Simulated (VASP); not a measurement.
Here is a VASP 6.6.1 calculation.

The input INCAR:

```
PREC     = Accurate       # precision mode
ENCUT    = 520            # plane-wave cutoff, eV
EDIFF    = 1E-6           # SCF threshold, eV
ISMEAR   = -1             # smearing method
SIGMA    = 0.05           # smearing width, eV
LREAL    = F              # projectors in reciprocal space
LASPH    = T              # aspherical terms in the spheres
NELM     = 80             # most SCF steps
ALGO     = Normal         # electronic algorithm
ISIF     = 2              # what is computed and relaxed
LWAVE    = F              # write WAVECAR
LCHARG   = T              # write CHGCAR
GGA      = PE             # functional
LELF     = T              # ELF
LVHAR    = T            
NBANDS   = 21             # bands
```

Contents of KPOINTS:

```
Automatic mesh
0
Gamma
  8 8 8
```

The input POSCAR:

```
Pb
1.0
    0.0000000000      3.4617755540      3.4617755540
    3.4617755540      0.0000000000      3.4617755540
    3.4617755540      3.4617755540      0.0000000000
Pb
2
Direct
    0.0000000000      0.0000000000      0.0000000000
    0.2500000000      0.2500000000      0.2500000000
```

Potentials or basis: VASP PAW PBE potentials, release 64 (Pb_d).

The run is started by

```bash
$ cat potpaw_PBE.64/Pb_d/POTCAR > POTCAR
$ mpirun -np 1 vasp_std > vasp.out
```

**Question.** What does it give for the pressure?

**Answer.** 1.6 GPa.

**Question.** What does it give for the band gap on the k mesh?

**Answer.** Zero (band 14 reaches 4.56 eV, above the bottom of band 15 at 3.44 eV).

Caveat: spin-orbit coupling is left out, which moves the levels of the heavy elements.
